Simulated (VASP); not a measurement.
# Mn: single point with PBE

The system is Mn.

```
CELL_PARAMETERS angstrom
-1.37309 1.37309 1.37309
1.37309 -1.37309 1.37309
1.37309 1.37309 -1.37309
ATOMIC_POSITIONS crystal
Mn 0.00000 0.00000 0.00000
```

- Program: VASP 6.6.1
- Task: single point
- Functional: PBE
- Potentials or basis: VASP PAW PBE potentials, release 64 (Mn_pv)
- Cutoff: 520 eV
- k mesh: 28 × 28 × 28
- Occupations: fermi-dirac, width 0.0612256 eV
- Spin: no spin polarisation
- Dipole correction: no
- Further INCAR settings: ALGO = Normal; EDIFF = 1e-07; NBANDS = 12

```
Pressure : 12.2 GPa
```

Levels at points of the mesh, in eV from the Fermi level:
| k point | band 3 | band 4 | band 5 | band 6 | band 7 | band 8 | band 9 | band 10 |
| --- | --- | --- | --- | --- | --- | --- | --- | --- |
| (0.00, 0.00, 0.00) | -48.01 | -8.84 | -1.69 | -1.69 | -1.69 | 0.35 | 0.35 | 24.02 |
| (0.50, 0.00, 0.00) | -48.01 | -5.20 | -3.22 | 0.35 | 0.67 | 0.70 | 2.03 | 9.70 |
| (0.50, 0.50, 0.50) | -48.60 | -5.08 | -5.08 | 1.64 | 1.64 | 1.64 | 10.92 | 10.92 |

Run time: 30 s on 1 thread of Intel(R) Xeon(R) 6975P-C (Granite Rapids), on a shared host, peak memory 0.19 GiB.

Caveat: the run has no spin polarisation, though such a crystal can be magnetic. Spin polarisation is off, so any magnetic state and its effect on volume and gap are missing.
